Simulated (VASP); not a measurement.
Si, 1 atom in the cell. Symmetry: Fm-3m, No. 225, cubic system. Conventional cell: a = 3.631 Å, b = 3.631 Å, c = 3.631 Å, α = 90.00°, β = 90.00°, γ = 90.00°. Within 3.4 Å of Si (site symmetry m-3m) lie 12 Si at 2.57 Å.  This cell differs from its parent crystal: strain -0.050 along x and y, -0.050 along z.

* Program: VASP 6.6.1
* Task: single point
* Functional: PBE
* Dispersion: D3(BJ)
* Potentials or basis: VASP PAW PBE potentials, release 64 (Si)
* Cutoff: 520 eV
* k mesh: 22 × 22 × 22
* Occupations: gaussian, width 0.15 eV
* Spin: no spin polarisation
* Dipole correction: no
* Further INCAR settings: ALGO = Normal; EDIFF = 1e-06; NBANDS = 8

Potentials or basis: VASP PAW PBE potentials, release 64 (Si).

Launch:

```bash
$ cat potpaw_PBE.64/Si/POTCAR > POTCAR
$ mpirun -np 1 vasp_std > vasp.out
```

Hardware: 1 thread of Intel(R) Xeon(R) 6975P-C (Granite Rapids) (shared host).

Q: How long does it take, and how much memory?

A: Wall time 8.9 s on 1 thread of Intel(R) Xeon(R) 6975P-C (Granite Rapids) (shared host), peak memory 0.15 GiB. Counts: scf iterations 9, k points 328.
